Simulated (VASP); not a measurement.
A run of VASP 6.6.1:

File INCAR:

```
ALGO     = Normal         # electronic algorithm
EDIFF    = 1E-6           # SCF threshold, eV
ENCUT    = 520            # plane-wave cutoff, eV
GGA      = PE             # functional
GGA_COMPAT= F            
ISIF     = 2              # what is computed and relaxed
ISMEAR   = 0              # smearing method
ISPIN    = 2              # spin polarisation
LASPH    = T              # aspherical terms in the spheres
LCHARG   = F              # write CHGCAR
LORBIT   = 11             # projections on sites
LREAL    = F              # projectors in reciprocal space
LWAVE    = F              # write WAVECAR
MAGMOM   = 0.5 0.5        # initial moments
NBANDS   = 20             # bands
NELM     = 200            # most SCF steps
PREC     = Accurate       # precision mode
SIGMA    = 0.05           # smearing width, eV
```

The input KPOINTS:

```
k-points
0
Gamma
  1 1 18
```

POSCAR

```
GaN
1.0
    9.0000000000      0.0000000000      0.0000000000
    0.0000000000      9.3000000000      0.0000000000
    0.0000000000      0.0000000000      3.3905368246
Ga N
1 1
Direct
    0.5000000000      0.5000000000      0.0000000000
    0.5000000000      0.5000000000      0.5000000000
```

Potentials or basis: VASP PAW PBE potentials, release 64 (Ga_d, N).

The run is started by

```sh
$ cat potpaw_PBE.64/Ga_d/POTCAR potpaw_PBE.64/N/POTCAR > POTCAR
$ mpirun -np 1 vasp_std > vasp.out
```

Hardware: 1 thread of Intel Xeon 8259CL, on a shared host.

Question: Estimate the wall time of this run.

Answer: It took 5.5 min on 1 thread of Intel Xeon 8259CL, with other jobs on the host, peak memory 0.49 GiB. Counts: scf iterations 24, k points 10.
